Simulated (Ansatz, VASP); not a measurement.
**One calculation of SnSe2, two programs**

```xyz
3
Lattice="3.7928 0.0000 0.0000 -1.8964 3.2847 0.0000 0.0000 0.0000 12.3427" Properties=species:S:1:pos:R:3 pbc="T T T"
Sn    0.0000    0.0000    0.0000
Se    0.0000    2.1898    1.7309
Se    0.0000    2.1898   10.6118
```

Change from the starting cell: species swapped into the MoSe2 type (P-6m2, No. 187).

Alike in both runs: functional PBE; k mesh 6 × 6 × 2; occupations gaussian, width 0.1 eV; no spin polarisation.

Ansatz relaxed the structure, and its values are those at the end. VASP's run is a single point on that final structure, the one shown.

```csv
,VASP,Ansatz
version,VASP 6.6.1,Ansatz 0.2.0
potentials or method,"VASP PAW PBE potentials, release 64 (Sn_d, Se), cutoff 520 eV","scalar-relativistic, plane waves, PAW"
valence electrons in the cell,26,46
```

|  | VASP | Ansatz | Ansatz less VASP |
| --- | --- | --- | --- |
| gap on the k mesh at the Fermi level (eV) | none | none | - |
| rms of the force components (eV/Å) | 0.005 | 0.002 | -0.0032 |

A gap of «none» marks a metal or a gap that the smearing closes. VASP's potentials hold 26 valence electrons a cell and Ansatz's 46, so a difference there can come from the potentials and not from the codes.
